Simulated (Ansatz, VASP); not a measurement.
**K in VASP and in Ansatz**

File POSCAR:

```
K
1.0
    4.5256778731     -0.9051355746     -0.9051355746
   -0.9051355746      4.5256778731     -0.9051355746
   -0.9051355746     -0.9051355746      4.5256778731
K
1
Direct
    0.0000000000      0.0000000000      0.0000000000
```

The input INCAR.step1:

```
PREC = Accurate
ENCUT = 520
ISMEAR = 0
SIGMA = 0.15
LREAL = F
LASPH = T
NELM = 60
NBANDS = 10
GGA = PE
ALGO = Normal
EDIFF = 1E-4
LWAVE = T
LCHARG = F
```

Contents of INCAR.step2:

```
PREC = Accurate
ENCUT = 520
EDIFF = 1E-6
ISMEAR = 0
SIGMA = 0.15
LREAL = F
LASPH = T
NELM = 60
ALGO = Normal
ISIF = 2
LWAVE = F
LCHARG = F
METAGGA = R2SCAN
LMIXTAU = T
NBANDS = 10
ISTART = 1
```

KPOINTS

```
regular mesh
0
Gamma
  12 12 12
```

Input for Ansatz:

```yaml
crystal:
  lattice:
    - [4.5256778731, -0.9051355746, -0.9051355746]
    - [-0.9051355746, 4.5256778731, -0.9051355746]
    - [-0.9051355746, -0.9051355746, 4.5256778731]
  atoms:
    - { symbol: K, position: [0.0, 0.0, 0.0] }
basis:
  ecutwfc: 500
kpoints:
  mp_grid: { grid: [12, 12, 12] }
hamiltonian:
  xc: r2scan
scf:
  occupations: { method: gaussian, width: 0.15 }
output:
  forces: true
  stress: true
  eigenvalues: true
```

Alike in both runs: task single point; functional r2SCAN; k mesh 12 × 12 × 12; occupations gaussian, width 0.15 eV; no spin polarisation.

|  | VASP | Ansatz |
| --- | --- | --- |
| version | VASP 6.6.1 | Ansatz 0.2.0 |
| potentials or method | VASP PAW PBE potentials, release 64 (K_sv), cutoff 520 eV | scalar-relativistic, plane waves, PAW |
| valence electrons in the cell | 9 | 9 |

Ansatz gave:

```
gap on the k mesh at the Fermi level (eV) : none
pressure (GPa)                            : -0.1
```

Task: Estimate VASP's values.

Result: gap on the k mesh at the Fermi level (eV): none; pressure (GPa): -0.2.

VASP's potentials were made for PBE, not for r2SCAN. A gap of «none» marks a metal or a gap that the smearing closes. With one functional, cell and mesh, what is left measures potentials, basis and numerics.
